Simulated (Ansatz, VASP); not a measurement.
One calculation of Re, two programs

```xyz
1
Lattice="2.5300 0.0000 0.0000 0.0000 2.5300 0.0000 0.0000 0.0000 2.5300" Properties=species:S:1:pos:R:3 pbc="T T T"
Re    0.0000    0.0000    0.0000
```

Alike in both runs: task single point; functional r2SCAN; k mesh 14 × 14 × 14; occupations fermi-dirac, width 0.1 eV; no spin polarisation.

```csv
,VASP,Ansatz
version,VASP 6.6.1,Ansatz 0.2.0
potentials or method,"VASP PAW PBE potentials, release 64 (Re), cutoff 660 eV","plane waves (500 eV) with PAW, scalar-relativistic"
valence electrons in the cell,7,15
```

|  | VASP | Ansatz | Ansatz less VASP |
| --- | --- | --- | --- |
| pressure (GPa) | 10.8 | 11.5 | +0.75 |

VASP's potentials were made for PBE, not for r2SCAN. VASP's potentials hold 7 valence electrons a cell and Ansatz's 15, so a difference there can come from the potentials and not from the codes.

Neither program's run includes spin-orbit coupling.
